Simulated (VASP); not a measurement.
# HCl in VASP: single point with PBE+D3(BJ)

Aim: the single point of HCl with PBE+D3(BJ).

Program: VASP 6.6.1. These are calculated values, not measurements. Logs are shortened: lines on timing, memory, paths and dates and some standing lists are left out, and cuts for length are marked.

## (1) The cell of the first run

The cell holds a disordered packing, 20 atoms: a = 7.417 Å, b = 7.417 Å, c = 7.417 Å, α = 90.00°, β = 90.00°, γ = 90.00°.

## (2) Single point, PBE+D3(BJ)

Input file INCAR:

```
ALGO = Normal ; EDIFF = 1E-6
ENCUT = 1000 ; GGA = PE
GGA_COMPAT = F ; ISIF = 2
ISMEAR = -1 ; IVDW = 12
LASPH = T ; LCHARG = F
LREAL = Auto ; LWAVE = F
NBANDS = 56 ; NELM = 120
PREC = Accurate ; SIGMA = 0.05
```

Input file KPOINTS:

```
k-points
0
Gamma
  1 1 1
```

Input file POSCAR:

```
HCl
1.0
    7.4168600000      0.0000000000      0.0000000000
    0.0000000000      7.4168600000      0.0000000000
    0.0000000000      0.0000000000      7.4168600000
Cl H
10 10
Direct
    0.5932977929      0.3342288105      0.6079283989
    0.4053915297      0.1812915519     -0.0152626743
    0.6315075849      0.5716689778      0.2121444914
   -0.0455364577      0.6472413785      0.5807299938
    1.0469517335      0.4991926314      1.0030783890
    0.4804532365      0.7840813192      0.7389137823
    0.7707908570      1.0657121273      0.2747409436
    0.1749369975      0.2654083957      0.4322413823
   -0.0436087798      0.0284319895      0.8251294057
    0.2351428655      0.8281745626      0.2437802288
    0.6198084470      0.4368816855      0.4636520928
    0.3502420275      0.0522781404      0.0931115037
    0.4959604343      0.6796337598      0.2520745286
    0.0410923782      0.5034365609      0.5212030732
    0.9980493108      0.5624319772      0.8432043902
    0.4513617329      0.9470356498      0.8029135415
    0.8381018116      1.0508259850      0.1123416178
    0.3351731274      0.3000347896      0.5029024690
    0.0947799905      0.1256874667      0.8738716019
    0.1715947800      0.7080309408      0.1223814398
```

Potentials or basis: VASP PAW PBE potentials, release 64 (Cl, H_h).

On the command line:

```console
$ cat potpaw_PBE.64/Cl/POTCAR potpaw_PBE.64/H_h/POTCAR > POTCAR
$ mpirun -np 1 vasp_gam > vasp.out
```

OUTCAR:

```text
EDIFF = 1E-6
   ENCUT = 1000
   GGA = PE
   ISIF = 2
   ISMEAR = -1
   IVDW = 12
   LASPH = T
   LREAL = Auto
   NELM = 120
   PREC = Accurate
 IVDW          = 12

 ion  position               nearest neighbor table
   1  0.593  0.334  0.608-  11 1.33
   2  0.405  0.181  0.985-  12 1.31
   3  0.632  0.572  0.212-  13 1.32
   4  0.954  0.647  0.581-  14 1.32
   5  0.047  0.499  0.003-  15 1.33
   6  0.480  0.784  0.739-  16 1.32
   7  0.771  0.066  0.275-  17 1.31
   8  0.175  0.265  0.432-  18 1.32
   9  0.956  0.028  0.825-  19 1.31
  10  0.235  0.828  0.244-  20 1.35
  11  0.620  0.437  0.464-   1 1.33
  12  0.350  0.052  0.093-   2 1.31
  13  0.496  0.680  0.252-   3 1.32
  14  0.041  0.503  0.521-   4 1.32
  15  0.998  0.562  0.843-   5 1.33
  16  0.451  0.947  0.803-   6 1.32
  17  0.838  0.051  0.112-   7 1.31
  18  0.335  0.300  0.503-   8 1.32
  19  0.095  0.126  0.874-   9 1.31
  20  0.172  0.708  0.122-  10 1.35

  LATTYP: Found a simple cubic cell.
 ALAT       =     7.4168600000

  Lattice vectors:

 A1 = (   7.4168600000,   0.0000000000,   0.0000000000)
 A2 = (   0.0000000000,   7.4168600000,   0.0000000000)
 A3 = (   0.0000000000,   0.0000000000,   7.4168600000)

Analysis of symmetry for initial positions (statically):
=====================================================================
 Subroutine PRICEL returns:
 Original cell was already a primitive cell.

 Routine SETGRP: Setting up the symmetry group for a
 simple cubic supercell.

 Subroutine GETGRP returns: Found  1 space group operations
 (whereof  1 operations were pure point group operations)
 out of a pool of 48 trial point group operations.

The static configuration has the point symmetry C_1 .

Analysis of symmetry for dynamics (positions and initial velocities):
=====================================================================
 Subroutine PRICEL returns:
 Original cell was already a primitive cell.

 Routine SETGRP: Setting up the symmetry group for a
 simple cubic supercell.

 Subroutine GETGRP returns: Found  1 space group operations
 (whereof  1 operations were pure point group operations)
 out of a pool of 48 trial point group operations.

The dynamic configuration has the point symmetry C_1 .

 Subroutine INISYM returns: Found  1 space group operations
 (whereof  1 operations are pure point group operations),
 and found     1 'primitive' translations

----------------------------------------------------------------------------------------

                                     Primitive cell

  volume of cell :     408.0001

  direct lattice vectors                    reciprocal lattice vectors
     7.416860000  0.000000000  0.000000000     0.134827946  0.000000000  0.000000000
     0.000000000  7.416860000  0.000000000     0.000000000  0.134827946  0.000000000
     0.000000000  0.000000000  7.416860000     0.000000000  0.000000000  0.134827946

  length of vectors
     7.416860000  7.416860000  7.416860000     0.134827946  0.134827946  0.134827946

  position of ions in fractional coordinates (direct lattice)
     0.593297793  0.334228811  0.607928399
     0.405391530  0.181291552  0.984737326
     0.631507585  0.571668978  0.212144491
     0.954463542  0.647241378  0.580729994
     0.046951734  0.499192631  0.003078389
     0.480453236  0.784081319  0.738913782
     0.770790857  0.065712127  0.274740944
     0.174936997  0.265408396  0.432241382
     0.956391220  0.028431989  0.825129406
     0.235142866  0.828174563  0.243780229
     0.619808447  0.436881685  0.463652093
     0.350242028  0.052278140  0.093111504
     0.495960434  0.679633760  0.252074529
     0.041092378  0.503436561  0.521203073
     0.998049311  0.562431977  0.843204390
     0.451361733  0.947035650  0.802913541
     0.838101812  0.050825985  0.112341618
     0.335173127  0.300034790  0.502902469
     0.094779991  0.125687467  0.873871602
     0.171594780  0.708030941  0.122381440

  ion indices of the primitive-cell ions
   primitive index   ion index
                 1           1
                 2           2
                 3           3
                 4           4
                 5           5
                 6           6
                 7           7
                 8           8
                 9           9
                10          10
                11          11
                12          12
                13          13
                14          14
                15          15
                16          16
                17          17
                18          18
                19          19
                20          20

----------------------------------------------------------------------------------------

 KPOINTS: k-points

Automatic generation of k-mesh.
 Grid dimensions read from file:
 generate k-points for:    1    1    1

 Generating k-lattice:

  Cartesian coordinates                     Fractional coordinates (reciprocal lattice)
     0.134827946  0.000000000  0.000000000     1.000000000  0.000000000  0.000000000
     0.000000000  0.134827946  0.000000000     0.000000000  1.000000000  0.000000000
     0.000000000  0.000000000  0.134827946     0.000000000  0.000000000  1.000000000

  Length of vectors
     0.134827946  0.134827946  0.134827946

  Shift w.r.t. Gamma in fractional coordinates (k-lattice)
     0.000000000  0.000000000  0.000000000

 Subroutine IBZKPT returns following result:
 ===========================================

 Found      1 irreducible k-points:

 Following reciprocal coordinates:
            Coordinates               Weight
  0.000000  0.000000  0.000000      1.000000
   k-points           NKPTS =      1   k-points in BZ     NKDIM =      1   number of bands    NBANDS=     56
   number of dos      NEDOS =    301   number of ions     NIONS =     20
   total plane-waves  NPLWV = 512000
   dimension x,y,z NGX =    80 NGY =   80 NGZ =   80
   dimension x,y,z NGXF=   160 NGYF=  160 NGZF=  160
   ions per type =              10  10
   NGX,Y,Z   is equivalent  to a cutoff of  17.93, 17.93, 17.93 a.u.
   NGXF,Y,Z  is equivalent  to a cutoff of  35.86, 35.86, 35.86 a.u.
 SYSTEM =  unknown system
   PREC   = accura    normal or accurate (medium, high low for compatibility)
   ISTART =      0    job   : 0-new  1-cont  2-samecut
   ICHARG =      2    charge: 1-file 2-atom 10-const
   ISPIN  =      1    spin polarized calculation?
   LNONCOLLINEAR =      F non collinear calculations
   LSORBIT =      F    spin-orbit coupling
   LASPH  =      T    aspherical Exc in radial PAW
   ENCUT  = 1000.0 eV  73.50 Ry    8.57 a.u.  19.12 19.12 19.12*2*pi/ulx,y,z
   NELM   =    120;   NELMIN=  2; NELMDL= -5     # of ELM steps
   EDIFF  = 0.1E-05   stopping-criterion for ELM
   LREAL  =      T    real-space projection
   EDIFFG = 0.1E-04   stopping-criterion for IOM
   NSW    =      0    number of steps for IOM
   IBRION =     -1    ionic relax: 0-MD 1-quasi-New 2-CG
   NFREE  =      0    steps in history (QN), initial steepest desc. (CG)
   ISIF   =      2    stress and relaxation
   ISYM   =      2    0-nonsym 1-usesym 2-fastsym
   POTIM  = 0.5000    time-step for ionic-motion
   TEBEG  =    0.0;   TEEND  =   0.0 temperature during run
   PSTRESS=    0.0 pullay stress
   NELECT =      80.0000    total number of electrons
   NUPDOWN=      -1.0000    fix difference up-down
   EMIN   =  10.00;   EMAX   =-10.00  energy-range for DOS
   EFERMI =   0.00;   METHOD = LEGACY
   ISMEAR =    -1;   SIGMA  =   0.05  broadening in eV -4-tet -1-fermi 0-gaus
   EFERMI_NEDOS =   21; number of points for ismear=-14 and -15
   IALGO  =     38    algorithm
   IMIX   =      4    mixing-type and parameters
     AMIX     =   0.40;   BMIX     =  1.00
     AMIX_MAG =   1.60;   BMIX_MAG =  1.00
  volume/ion in A,a.u.               =      20.40       137.67
  Fermi-wavevector in a.u.,A,eV,Ry     =   0.951082  1.797285 12.307251  0.904557
  Thomas-Fermi vector in A             =   2.079519
   LORBIT       =      0    0 simple, 1 ext, 2 COOP (PROOUT), +10 PAW based schemes
   GGA     = PE    functional components
   LHFCALC =     F    Hartree Fock is set to
   AEXX    =    0.0000 exact exchange contribution
   IVDW    =    12    specifies the selected vdW correction
   LEPSILON=     F    determine dielectric tensor
   LRPA    =     F    only Hartree local field effects (RPA)
 non-spin polarized calculation
  energy-cutoff  :     1000.00
  volume of cell :      408.00
 maximum number of plane-waves:     14640
 NGX is ok and might be reduce to    80
   NGX = 39   NGY = 39   NGZ = 39

 number of electron      79.9999999 magnetization

 Free energy of the ion-electron system (eV)
  ---------------------------------------------------
  ext. energy  EPLUGINS =         0.00000000
  ---------------------------------------------------
  free energy    TOTEN  =       -61.66590647 eV

  energy without entropy =      -61.66590647  energy(sigma->0) =      -61.66590647

 E-fermi :  -1.2632     XC(G=0):  -6.9507

 val. band max:       -2.4996975494   @ k =   0.0000   0.0000   0.0000
 cond. band min:       3.1667106532   @ k =   0.0000   0.0000   0.0000
 fundamental gap:      5.6664082026
 Fermi energy:        -1.2631954782

 k-point     1 :       0.0000    0.0000    0.0000
  band No.  band energies     occupation
      1     -16.9588      2.00000
      2     -16.6168      2.00000
      3     -16.6116      2.00000
      4     -16.4650      2.00000
      5     -16.3445      2.00000
      6     -16.2871      2.00000
      7     -16.1432      2.00000
      8     -16.0525      2.00000
      9     -15.8223      2.00000
     10     -15.7594      2.00000
     11      -7.7562      2.00000
     12      -7.4892      2.00000
     13      -7.2202      2.00000
     14      -7.0614      2.00000
     15      -6.9471      2.00000
     16      -6.7867      2.00000
     17      -6.7221      2.00000
     18      -6.6783      2.00000
     19      -6.5255      2.00000
     20      -6.4420      2.00000
     21      -4.0282      2.00000
     22      -3.9697      2.00000
     23      -3.8897      2.00000
     24      -3.7682      2.00000
     25      -3.7281      2.00000
     26      -3.5700      2.00000
     27      -3.4780      2.00000
     28      -3.4606      2.00000
     29      -3.3458      2.00000
     30      -3.2650      2.00000
     31      -3.1926      2.00000
     32      -3.1845      2.00000
     33      -3.0761      2.00000
     34      -3.0382      2.00000
     35      -2.9956      2.00000
     36      -2.8712      2.00000
     37      -2.7184      2.00000
     38      -2.6428      2.00000
     39      -2.5821      2.00000
     40      -2.4997      2.00000
     41       3.1667      0.00000
     42       4.2559      0.00000
     43       4.3246      0.00000
     44       4.5464      0.00000
     45       4.7311      0.00000
     46       4.7827      0.00000
     47       4.9994      0.00000
     48       5.0691      0.00000
     49       5.1902      0.00000
     50       5.5002      0.00000
     51       6.2649      0.00000
     52       6.4974      0.00000
 [bands above 52 left out]

------------------------ aborting loop because EDIFF is reached ----------------------------------------

 Edisp (eV)   -1.59494

 E8    (eV) :    -0.4812

  FORCE on cell =-STRESS in cart. coord.  units (eV):
  Direction    XX          YY          ZZ          XY          YZ          ZX
  --------------------------------------------------------------------------------------
  -------------------------------------------------------------------------------------
  Total       0.70948     0.70083     0.76109    -0.29415     0.04716    -0.27316
  in kB       2.78606     2.75208     2.98872    -1.15509     0.18519    -1.07266
  external pressure =        2.84 kB  Pullay stress =        0.00 kB

 VOLUME and BASIS-vectors are now :
 -----------------------------------------------------------------------------
  energy-cutoff  :     1000.00
  volume of cell :      408.00
      direct lattice vectors                 reciprocal lattice vectors
     7.416860000  0.000000000  0.000000000     0.134827946  0.000000000  0.000000000
     0.000000000  7.416860000  0.000000000     0.000000000  0.134827946  0.000000000
     0.000000000  0.000000000  7.416860000     0.000000000  0.000000000  0.134827946

 POSITION                                       TOTAL-FORCE (eV/Angst)
 -----------------------------------------------------------------------------------
      4.40041      2.47893      4.50892        -0.014929      0.152341     -0.129122
      3.00673      1.34461      7.30366        -0.133272     -0.074875      0.033353
      4.68380      4.23999      1.57345        -0.308190      0.193078      0.123172
      7.07912      4.80050      4.30719         0.071984     -0.143018      0.004605
      0.34823      3.70244      0.02283        -0.005666     -0.131936     -0.030679
      3.56345      5.81542      5.48042        -0.072657      0.370829      0.127256
      5.71685      0.48738      2.03772         0.158628     -0.000978     -0.213314
      1.29748      1.96850      3.20587         0.047402      0.033212      0.008403
      7.09342      0.21088      6.11987         0.207546      0.199042      0.145728
      1.74402      6.14245      1.80808        -0.032044     -0.245279     -0.249735
      4.59703      3.24029      3.43884         0.009201     -0.119781      0.094085
      2.59770      0.38774      0.69059         0.045201      0.041935     -0.050384
      3.67847      5.04075      1.86960         0.239683     -0.185506     -0.127871
      0.30478      3.73392      3.86569        -0.076950      0.107946      0.040748
      7.40239      4.17148      6.25393         0.036931      0.084067     -0.018965
      3.34769      7.02403      5.95510         0.081931     -0.390326     -0.138293
      6.21608      0.37697      0.83322        -0.132014     -0.013373      0.216199
      2.48593      2.22532      3.72996        -0.057041     -0.033990     -0.015032
      0.70297      0.93221      6.48138        -0.175881     -0.144897     -0.100660
      1.27269      5.25137      0.90769         0.110139      0.301509      0.280504
 -----------------------------------------------------------------------------------
    total drift:                               -0.007529      0.029138      0.006065

  FREE ENERGIE OF THE ION-ELECTRON SYSTEM (eV)
  ---------------------------------------------------
  free  energy   TOTEN  =       -63.2608466714 eV

  energy  without entropy=      -63.2608466713  energy(sigma->0) =      -63.26084667
```

Wall time 1.7 min (1 thread of Intel Xeon Platinum 8259CL at 2.50GHz (Skylake/Cascade Lake), shared host); peak memory 0.85 GiB.

Results:

- Free energy: -63.2608 eV
- Pressure: 0.3 GPa
- Largest force: 0.426 eV/Å
- Dispersion energy per atom: -0.080 eV

Forces in eV/Å, atoms in the order of the input:
```
Cl  -0.015  0.152 -0.129
Cl  -0.133 -0.075  0.033
Cl  -0.308  0.193  0.123
Cl   0.072 -0.143  0.005
Cl  -0.006 -0.132 -0.031
Cl  -0.073  0.371  0.127
Cl   0.159 -0.001 -0.213
Cl   0.047  0.033  0.008
Cl   0.208  0.199  0.146
Cl  -0.032 -0.245 -0.250
H    0.009 -0.120  0.094
H    0.045  0.042 -0.050
H    0.240 -0.186 -0.128
H   -0.077  0.108  0.041
H    0.037  0.084 -0.019
H    0.082 -0.390 -0.138
H   -0.132 -0.013  0.216
H   -0.057 -0.034 -0.015
H   -0.176 -0.145 -0.101
H    0.110  0.302  0.281
```

Levels at points of the mesh, in eV from the Fermi level:
```tsv
k point	band 37	band 38	band 39	band 40	band 41	band 42	band 43	band 44
(0.00, 0.00, 0.00)	-1.46	-1.38	-1.32	-1.24	4.43	5.52	5.59	5.81
```

Caveat: the k points lie up to 0.85 Å⁻¹ apart, too coarse for converged energies, forces and pressures.
